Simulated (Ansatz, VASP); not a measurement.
**Two plane-wave programs on GaSb**

```xyz
2
Lattice="0.0000 3.0464 3.0464 3.0464 0.0000 3.0464 3.0464 3.0464 0.0000" Properties=species:S:1:pos:R:3 pbc="T T T"
Ga    0.0000    0.0000    0.0000
Sb    1.5232    1.5232    1.5232
```

Alike in both runs: task single point; functional PBE; k mesh 6 × 6 × 6; occupations fermi-dirac, width 0.02 eV; no spin polarisation.

|  | VASP | Ansatz |
| --- | --- | --- |
| version | VASP 6.6.1 | Ansatz 0.2.0 |
| potentials or method | VASP PAW PBE potentials, release 64 (Ga_d, Sb_d_GW) | plane waves, PAW |
| plane-wave cutoff (eV) | 500 | 420 |
| valence electrons in the cell | 28 | 28 |

```csv
,VASP,Ansatz,Ansatz less VASP
pressure (GPa),3.0,3.0,+0.01
```

With one functional, cell and mesh, what is left measures potentials, basis and numerics.

Neither program's run includes spin-orbit coupling.
